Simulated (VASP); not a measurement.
O, 1 atom in the cell. Symmetry: Pm-3m, No. 221, cubic system. The conventional cell has a = 1.941 Å, b = 1.941 Å, c = 1.941 Å, α = 90.00°, β = 90.00°, γ = 90.00°. Within 2.6 Å of O (site symmetry m-3m) lie 6 O at 1.94 Å. 

```yaml
Program: VASP 6.6.1
Task: single point
Functional: LDA
Potentials_or_basis: VASP PAW LDA potentials, release 64 (O)
Cutoff: 520 eV
k_mesh: 17 × 17 × 17
Occupations: fermi-dirac, width 0.136057 eV
Spin: no spin polarisation
Dipole_correction: no
Further_INCAR_settings: ALGO = Normal; EDIFF = 1e-06; NBANDS = 9
```

Potentials or basis: VASP PAW LDA potentials, release 64 (O).

Command:

```console
$ cat potpaw_LDA.64/O/POTCAR > POTCAR
$ mpirun -np 1 vasp_std > vasp.out
```

Hardware: 1 thread of Intel(R) Xeon(R) Platinum 8259CL CPU @ 2.50GHz (Skylake/Cascade Lake) (shared host).

Problem. How long does it take, and how much memory?

Solution. It took 3.4 s on 1 thread of Intel(R) Xeon(R) Platinum 8259CL CPU @ 2.50GHz (Skylake/Cascade Lake), on a shared host, peak memory 0.11 GiB. Counts: scf iterations 8, k points 165.
